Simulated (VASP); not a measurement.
# CuI (I-4m2) in VASP: a series of runs

The runs below take CuI through single point, with PBE, r2SCAN.

Program: VASP 6.6.1. These are calculated values, not measurements. Logs are shortened: lines on timing, memory, paths and dates and some standing lists are left out, and cuts for length are marked.

### Step 1. The cell of the first run

It takes space group I-4m2 (No. 119, tetragonal). Conventional cell: a = 4.089 Å, b = 4.089 Å, c = 6.341 Å, α = 90.00°, β = 90.00°, γ = 90.00°. Within 3.4 Å of Cu (site symmetry -4m2) lie 4 I at 2.59 Å. Within 3.4 Å of I (site symmetry -4m2) lie 4 Cu at 2.59 Å.

### Step 2. Single point, PBE (epitaxial xy strain -4.0%)

INCAR

```
SYSTEM = CuI
ALGO = Normal
EDIFF = 1E-7
ENCUT = 520
GGA = PE
ISIF = 2
ISMEAR = -1
LASPH = .TRUE.
LCHARG = .TRUE.
LELF = .TRUE.
LREAL = .FALSE.
LVHAR = .TRUE.
LWAVE = .FALSE.
NBANDS = 16
NELM = 100
PREC = Accurate
SIGMA = 0.02
```

KPOINTS

```
k-points
0
G
  8 8 8
  0 0 0
```

POSCAR

```
CuI
1.0
    0.0000000000      2.8915479147      3.1704198541
    2.8915479147      0.0000000000      3.1704198541
    2.8915479147      2.8915479147      0.0000000000
Cu I
1 1
Direct
    0.0000000000      0.0000000000      0.0000000000
    0.2500000000      0.2500000000      0.2500000000
```

Potentials or basis: VASP PAW PBE potentials, release 64 (Cu, I).

Command:

```console
$ cat potpaw_PBE.64/Cu/POTCAR potpaw_PBE.64/I/POTCAR > POTCAR
$ mpirun -np 1 vasp_std > vasp.out
```

OUTCAR:

```text
SYSTEM = CuI
   EDIFF = 1E-7
   ENCUT = 520
   GGA = PE
   ISIF = 2
   ISMEAR = -1
   LASPH = .TRUE.
   LREAL = .FALSE.
   NELM = 100
   PREC = Accurate

 ion  position               nearest neighbor table
   1  0.000  0.000  0.000-   2 2.59   2 2.59   2 2.59   2 2.59
   2  0.250  0.250  0.250-   1 2.59   1 2.59   1 2.59   1 2.59

  LATTYP: Found a body centered tetragonal cell.
 ALAT       =     4.0892662772
 C/A-ratio  =     1.5506057269

  Lattice vectors:

 A1 = (  -2.8915479147,   0.0000000000,   3.1704198541)
 A2 = (   2.8915479147,   0.0000000000,   3.1704198541)
 A3 = (   0.0000000000,   2.8915479147,  -3.1704198541)

Analysis of symmetry for initial positions (statically):
=====================================================================
 Subroutine PRICEL returns:
 Original cell was already a primitive cell.

 Routine SETGRP: Setting up the symmetry group for a
 body centered tetragonal supercell.

 Subroutine GETGRP returns: Found  8 space group operations
 (whereof  8 operations were pure point group operations)
 out of a pool of 16 trial point group operations.

The static configuration has the point symmetry D_2d.

Analysis of symmetry for dynamics (positions and initial velocities):
=====================================================================
 Subroutine PRICEL returns:
 Original cell was already a primitive cell.

 Routine SETGRP: Setting up the symmetry group for a
 body centered tetragonal supercell.

 Subroutine GETGRP returns: Found  8 space group operations
 (whereof  8 operations were pure point group operations)
 out of a pool of 16 trial point group operations.

The dynamic configuration has the point symmetry D_2d.

 Subroutine INISYM returns: Found  8 space group operations
 (whereof  8 operations are pure point group operations),
 and found     1 'primitive' translations

----------------------------------------------------------------------------------------

                                     Primitive cell

  volume of cell :      53.0161

  direct lattice vectors                    reciprocal lattice vectors
     0.000000000  2.891547915  3.170419854    -0.172917764  0.172917764  0.157707819
     2.891547915  0.000000000  3.170419854     0.172917764 -0.172917764  0.157707819
     2.891547915  2.891547915  0.000000000     0.172917764  0.172917764 -0.157707819

  length of vectors
     4.290991889  4.290991889  4.089266277     0.290986017  0.290986017  0.290986017

  position of ions in fractional coordinates (direct lattice)
     0.000000000  0.000000000  0.000000000
     0.250000000  0.250000000  0.250000000

  ion indices of the primitive-cell ions
   primitive index   ion index
                 1           1
                 2           2

----------------------------------------------------------------------------------------

 KPOINTS: k-points

Automatic generation of k-mesh.
 Grid dimensions read from file:
 generate k-points for:    8    8    8

 Generating k-lattice:

  Cartesian coordinates                     Fractional coordinates (reciprocal lattice)
    -0.021614721  0.021614721  0.019713477     0.125000000  0.000000000  0.000000000
     0.021614721 -0.021614721  0.019713477     0.000000000  0.125000000  0.000000000
     0.021614721  0.021614721 -0.019713477     0.000000000  0.000000000  0.125000000

  Length of vectors
     0.036373252  0.036373252  0.036373252

  Shift w.r.t. Gamma in fractional coordinates (k-lattice)
     0.000000000  0.000000000  0.000000000

 Subroutine IBZKPT returns following result:
 ===========================================

 Found     59 irreducible k-points:

 Following reciprocal coordinates:
            Coordinates               Weight
  0.000000  0.000000  0.000000      1.000000
  0.125000 -0.000000  0.000000      8.000000
  0.250000 -0.000000  0.000000      8.000000
  0.375000 -0.000000  0.000000      8.000000
  0.500000 -0.000000  0.000000      4.000000
  0.125000  0.125000  0.000000      2.000000
[... 16 lines left out ...]
  0.250000 -0.000000  0.125000     16.000000
  0.375000 -0.000000  0.125000     16.000000
 [... further k-points ...]
   k-points           NKPTS =     59   k-points in BZ     NKDIM =     59   number of bands    NBANDS=     16
   number of dos      NEDOS =    301   number of ions     NIONS =      2
   total plane-waves  NPLWV =  30720
   dimension x,y,z NGX =    32 NGY =   32 NGZ =   30
   dimension x,y,z NGXF=    64 NGYF=   64 NGZF=   60
   ions per type =               1   1
   NGX,Y,Z   is equivalent  to a cutoff of  12.40, 12.40, 12.20 a.u.
   NGXF,Y,Z  is equivalent  to a cutoff of  24.80, 24.80, 24.39 a.u.
 SYSTEM =  CuI
   PREC   = accura    normal or accurate (medium, high low for compatibility)
   ISTART =      0    job   : 0-new  1-cont  2-samecut
   ICHARG =      2    charge: 1-file 2-atom 10-const
   ISPIN  =      1    spin polarized calculation?
   LNONCOLLINEAR =      F non collinear calculations
   LSORBIT =      F    spin-orbit coupling
   LASPH  =      T    aspherical Exc in radial PAW
   ENCUT  =  520.0 eV  38.22 Ry    6.18 a.u.   7.98  7.98  7.60*2*pi/ulx,y,z
   NELM   =    100;   NELMIN=  2; NELMDL= -5     # of ELM steps
   EDIFF  = 0.1E-06   stopping-criterion for ELM
   LREAL  =      F    real-space projection
   EDIFFG = 0.1E-05   stopping-criterion for IOM
   NSW    =      0    number of steps for IOM
   IBRION =     -1    ionic relax: 0-MD 1-quasi-New 2-CG
   NFREE  =      0    steps in history (QN), initial steepest desc. (CG)
   ISIF   =      2    stress and relaxation
   ISYM   =      2    0-nonsym 1-usesym 2-fastsym
   POTIM  = 0.5000    time-step for ionic-motion
   TEBEG  =    0.0;   TEEND  =   0.0 temperature during run
   PSTRESS=    0.0 pullay stress
   NELECT =      18.0000    total number of electrons
   NUPDOWN=      -1.0000    fix difference up-down
   EMIN   =  10.00;   EMAX   =-10.00  energy-range for DOS
   EFERMI =   0.00;   METHOD = LEGACY
   ISMEAR =    -1;   SIGMA  =   0.02  broadening in eV -4-tet -1-fermi 0-gaus
   EFERMI_NEDOS =   21; number of points for ismear=-14 and -15
   IALGO  =     38    algorithm
   IMIX   =      4    mixing-type and parameters
     AMIX     =   0.40;   BMIX     =  1.00
     AMIX_MAG =   1.60;   BMIX_MAG =  1.00
  volume/ion in A,a.u.               =      26.51       178.89
  Fermi-wavevector in a.u.,A,eV,Ry     =   1.142080  2.158218 17.746711  1.304346
  Thomas-Fermi vector in A             =   2.278779
   LORBIT       =      0    0 simple, 1 ext, 2 COOP (PROOUT), +10 PAW based schemes
   GGA     = PE    functional components
   LHFCALC =     F    Hartree Fock is set to
   AEXX    =    0.0000 exact exchange contribution
   IVDW    =     0    specifies the selected vdW correction
   LEPSILON=     F    determine dielectric tensor
   LRPA    =     F    only Hartree local field effects (RPA)
 non-spin polarized calculation
  energy-cutoff  :      520.00
  volume of cell :       53.02
 maximum number of plane-waves:      1448
   NGX = 15   NGY = 15   NGZ = 15

 number of electron      18.0000008 magnetization

 Free energy of the ion-electron system (eV)
  ---------------------------------------------------
  ext. energy  EPLUGINS =         0.00000000
  ---------------------------------------------------
  free energy    TOTEN  =        -5.51981701 eV

  energy without entropy =       -5.51981701  energy(sigma->0) =       -5.51981701

 E-fermi :   5.4625     XC(G=0):  -9.1764

 val. band max:        5.0219509674   @ k =   0.0000   0.0000   0.0000
 cond. band min:       6.2304989942   @ k =   0.0000   0.0000   0.0000
 fundamental gap:      1.2085480268
 Fermi energy:         5.4625289454

 k-point     1 :       0.0000    0.0000    0.0000
  band No.  band energies     occupation
      1      -9.2880      2.00000
      2       1.0515      2.00000
      3       1.1838      2.00000
      4       1.1838      2.00000
      5       2.8750      2.00000
      6       2.9672      2.00000
[... 8 lines left out ...]
     15      13.8615      0.00000
     16      14.8603      0.00000

 k-point     2 :       0.1250   -0.0000    0.0000
  band No.  band energies     occupation
      1      -9.2061      2.00000
      2       0.8268      2.00000
      3       1.0969      2.00000
      4       1.2069      2.00000
      5       2.8743      2.00000
      6       2.9560      2.00000
[... 8 lines left out ...]
     15      14.0953      0.00000
     16      14.4556      0.00000

 k-point     3 :       0.2500   -0.0000    0.0000
  band No.  band energies     occupation
      1      -8.9950      2.00000
      2       0.1095      2.00000
      3       1.0538      2.00000
      4       1.2617      2.00000
      5       2.8883      2.00000
      6       2.9387      2.00000
[... 8 lines left out ...]
     15      13.9558      0.00000
     16      14.2499      0.00000

 k-point     4 :       0.3750   -0.0000    0.0000
  band No.  band energies     occupation
      1      -8.7610      2.00000
      2      -0.6063      2.00000
      3       1.0109      2.00000
      4       1.3142      2.00000
      5       2.9290      2.00000
      6       2.9411      2.00000
[... 8 lines left out ...]
     15      14.6199      0.00000
     16      15.0031      0.00000
[... 324 lines left out ...]
 k-point    22 :       0.1250    0.0000    0.1250
  band No.  band energies     occupation
      1      -9.1719      2.00000
      2       0.8420      2.00000
      3       1.0221      2.00000
      4       1.1564      2.00000
      5       2.8834      2.00000
      6       2.9432      2.00000
[... 8 lines left out ...]
     15      14.1384      0.00000
     16      14.7155      0.00000

 k-point    23 :       0.2500   -0.0000    0.1250
  band No.  band energies     occupation
      1      -8.9979      2.00000
      2       0.2906      2.00000
      3       1.0065      2.00000
      4       1.1632      2.00000
      5       2.8806      2.00000
      6       2.9365      2.00000
[... 8 lines left out ...]
     15      14.2197      0.00000
     16      15.3888      0.00000

 k-point    24 :       0.3750   -0.0000    0.1250
  band No.  band energies     occupation
      1      -8.7676      2.00000
      2      -0.3836      2.00000
      3       0.9595      2.00000
      4       1.1751      2.00000
      5       2.8932      2.00000
      6       2.9534      2.00000
[... 8 lines left out ...]
     15      14.8077      0.00000
     16      15.5630      0.00000

 [... further k-points ...]

------------------------ aborting loop because EDIFF is reached ----------------------------------------

  FORCE on cell =-STRESS in cart. coord.  units (eV):
  Direction    XX          YY          ZZ          XY          YZ          ZX
  --------------------------------------------------------------------------------------
  -------------------------------------------------------------------------------------
  Total        1.0436906      1.0436906      0.4504311      0.0000000      0.0000000      0.0000000
  in kB       31.5409506     31.5409506     13.6122966      0.0000000      0.0000000      0.0000000
  external PRESSURE =      25.5647326 kB  Pullay stress =       0.0000000 kB

 VOLUME and BASIS-vectors are now :
 -----------------------------------------------------------------------------
  energy-cutoff  :      520.00
  volume of cell :       53.02
      direct lattice vectors                 reciprocal lattice vectors
     0.000000000  2.891547915  3.170419854    -0.172917764  0.172917764  0.157707819
     2.891547915  0.000000000  3.170419854     0.172917764 -0.172917764  0.157707819
     2.891547915  2.891547915  0.000000000     0.172917764  0.172917764 -0.157707819

 POSITION                                       TOTAL-FORCE (eV/Angst)
 -----------------------------------------------------------------------------------
      0.00000      0.00000      0.00000        -0.000000     -0.000000      0.000000
      1.44577      1.44577      1.58521         0.000000      0.000000     -0.000000
 -----------------------------------------------------------------------------------
    total drift:                               -0.000005     -0.000005     -0.000005

  FREE ENERGIE OF THE ION-ELECTRON SYSTEM (eV)
  ---------------------------------------------------
  free  energy   TOTEN  =        -5.5198170080 eV

  energy  without entropy=       -5.5198170080  energy(sigma->0) =       -5.51981701
```

It took 38 s on 1 thread of Intel Xeon 6975P-C (Granite Rapids), shared host; peak memory 0.21 GiB.

What came out:

- Free energy: -5.5198 eV
- Pressure: 2.6 GPa
- Band gap on the k mesh: 1.21 eV

Levels at points of the mesh, in eV from the valence-band top:
| k point | band 6 | band 7 | band 8 | band 9 | band 10 | band 11 | band 12 | band 13 |
| --- | --- | --- | --- | --- | --- | --- | --- | --- |
| (0.00, 0.00, 0.00) | -2.05 | -0.21 | 0.00 | 0.00 | 1.21 | 4.72 | 4.88 | 4.88 |
| (0.50, 0.00, 0.00) | -2.07 | -2.00 | -0.93 | -0.74 | 2.07 | 5.12 | 5.70 | 7.48 |
| (0.50, 0.50, 0.00) | -2.10 | -1.99 | -1.70 | -1.70 | 2.87 | 3.29 | 8.94 | 10.01 |
| (0.50, 0.00, 0.50) | -2.07 | -1.93 | -1.79 | -1.63 | 2.44 | 2.63 | 9.37 | 9.61 |

Caveat: the cell differs from its parent crystal (epitaxial xy strain -4.0%); spin-orbit coupling is left out, which moves the levels of the heavy elements.

### Step 3. Single point, r2SCAN (epitaxial xy strain -4.0%)

POSCAR is that of step 2.

INCAR.step1

```
  ALGO = Normal
  EDIFF = 1E-4
  ENCUT = 520
  GGA = PE
  ISMEAR = 0
  LASPH = T
  LCHARG = F
  LREAL = F
  LWAVE = T
  NBANDS = 16
  NELM = 60
  PREC = Accurate
  SIGMA = 0.01
```

INCAR.step2

```
  ALGO = Normal
  EDIFF = 1E-6
  ENCUT = 520
  ISIF = 2
  ISMEAR = 0
  ISTART = 1
  LASPH = T
  LCHARG = T
  LELF = T
  LMIXTAU = T
  LREAL = F
  LVHAR = T
  LWAVE = F
  METAGGA = R2SCAN
  NBANDS = 16
  NELM = 60
  PREC = Accurate
  SIGMA = 0.01
```

KPOINTS

```
k-points
0
Gamma
  8 8 8
```

Potentials or basis: VASP PAW PBE potentials, release 64 (Cu, I).

Command:

```console
$ cat potpaw_PBE.64/Cu/POTCAR potpaw_PBE.64/I/POTCAR > POTCAR
$ cp INCAR.step1 INCAR
$ mpirun -np 1 vasp_std > vasp.out
$ cp INCAR.step2 INCAR
$ mpirun -np 1 vasp_std > vasp.out
```

OUTCAR:

```text
EDIFF = 1E-6
   ENCUT = 520
   ISIF = 2
   ISMEAR = 0
   ISTART = 1
   LASPH = T
   LREAL = F
   METAGGA = R2SCAN
   NELM = 60
   PREC = Accurate

 ion  position               nearest neighbor table
   1  0.000  0.000  0.000-   2 2.59   2 2.59   2 2.59   2 2.59
   2  0.250  0.250  0.250-   1 2.59   1 2.59   1 2.59   1 2.59

  LATTYP: Found a body centered tetragonal cell.
 ALAT       =     4.0892662772
 C/A-ratio  =     1.5506057269

  Lattice vectors:

 A1 = (  -2.8915479147,   0.0000000000,   3.1704198541)
 A2 = (   2.8915479147,   0.0000000000,   3.1704198541)
 A3 = (   0.0000000000,   2.8915479147,  -3.1704198541)

Analysis of symmetry for initial positions (statically):
=====================================================================
 Subroutine PRICEL returns:
 Original cell was already a primitive cell.

 Routine SETGRP: Setting up the symmetry group for a
 body centered tetragonal supercell.

 Subroutine GETGRP returns: Found  8 space group operations
 (whereof  8 operations were pure point group operations)
 out of a pool of 16 trial point group operations.

The static configuration has the point symmetry D_2d.

Analysis of symmetry for dynamics (positions and initial velocities):
[... 154 lines left out ...]
  ---------------------------------------------------
  free energy    TOTEN  =       -35.76975650 eV

  energy without entropy =      -35.76975650  energy(sigma->0) =      -35.76975650

 E-fermi :   4.9788     XC(G=0):  -9.7006

 val. band max:        4.8526373831   @ k =   0.0000   0.0000   0.0000
 cond. band min:       6.5477471518   @ k =   0.0000   0.0000   0.0000
 fundamental gap:      1.6951097687
 Fermi energy:         4.9788340312

 k-point     1 :       0.0000    0.0000    0.0000
  band No.  band energies     occupation
      1      -9.9809      2.00000
      2       0.7126      2.00000
      3       0.8539      2.00000
      4       0.8539      2.00000
      5       2.7206      2.00000
      6       2.8094      2.00000
[... 433 lines left out ...]
      3       0.6095      2.00000
      4       0.8389      2.00000
      5       2.7344      2.00000
      6       2.7994      2.00000
[... 8 lines left out ...]
     15      15.1153      0.00000
     16      15.9149      0.00000

 [... further k-points ...]
[... 5 lines left out ...]
  --------------------------------------------------------------------------------------
  -------------------------------------------------------------------------------------
  Total        0.6360101      0.6360101     -0.0064756      0.0000000     -0.0000000      0.0000000
  in kB       19.2206046     19.2206046     -0.1956956      0.0000000     -0.0000000      0.0000000
  external PRESSURE =      12.7485046 kB  Pullay stress =       0.0000000 kB

 VOLUME and BASIS-vectors are now :
 -----------------------------------------------------------------------------
  energy-cutoff  :      520.00
  volume of cell :       53.02
      direct lattice vectors                 reciprocal lattice vectors
     0.000000000  2.891547915  3.170419854    -0.172917764  0.172917764  0.157707819
     2.891547915  0.000000000  3.170419854     0.172917764 -0.172917764  0.157707819
     2.891547915  2.891547915  0.000000000     0.172917764  0.172917764 -0.157707819

 POSITION                                       TOTAL-FORCE (eV/Angst)
 -----------------------------------------------------------------------------------
      0.00000      0.00000      0.00000         0.000000      0.000000      0.000000
      1.44577      1.44577      1.58521        -0.000000     -0.000000     -0.000000
 -----------------------------------------------------------------------------------
    total drift:                                0.001315      0.001315      0.000819

  FREE ENERGIE OF THE ION-ELECTRON SYSTEM (eV)
  ---------------------------------------------------
  free  energy   TOTEN  =       -35.7697564971 eV

  energy  without entropy=      -35.7697564971  energy(sigma->0) =      -35.76975650
```

OSZICAR.step1:

```text
N       E                     dE             d eps       ncg     rms          rms(c)
DAV:   1     0.100295719620E+03    0.10030E+03   -0.78550E+03  1888   0.120E+03
DAV:   2     0.568925806674E+00   -0.99727E+02   -0.90752E+02  1984   0.228E+02
DAV:   3    -0.557013111599E+01   -0.61391E+01   -0.60680E+01  2560   0.620E+01
DAV:   4    -0.576474820152E+01   -0.19462E+00   -0.19457E+00  2696   0.985E+00
DAV:   5    -0.576720928940E+01   -0.24611E-02   -0.24611E-02  2640   0.113E+00    0.570E+00
DAV:   6    -0.568613189099E+01    0.81077E-01   -0.29773E+00  2032   0.474E+01    0.368E+00
DAV:   7    -0.552129447809E+01    0.16484E+00   -0.72042E-01  2040   0.285E+01    0.183E+00
DAV:   8    -0.552227065207E+01   -0.97617E-03   -0.37207E-02  2992   0.277E+00    0.471E-01
DAV:   9    -0.551962764260E+01    0.26430E-02   -0.10515E-02  2424   0.306E+00    0.121E-01
DAV:  10    -0.551980500565E+01   -0.17736E-03   -0.59129E-04  2568   0.259E-01    0.488E-02
DAV:  11    -0.551981691688E+01   -0.11911E-04   -0.23420E-04  2392   0.436E-01
   1 F= -.55198169E+01 E0= -.55198169E+01  d E =-.401056E-12
```

Wall time 1.8 min (1 thread of Intel Xeon 6975P-C (Granite Rapids), shared host); peak memory 0.21 GiB.

Results:

```
Free energy            : -35.7698 eV
Pressure               : 1.3 GPa
Band gap on the k mesh : 1.70 eV
```

Caveat: the cell differs from its parent crystal (epitaxial xy strain -4.0%); the PAW data sets were made with another functional, which shifts forces and pressure a little; spin-orbit coupling is left out, which moves the levels of the heavy elements.
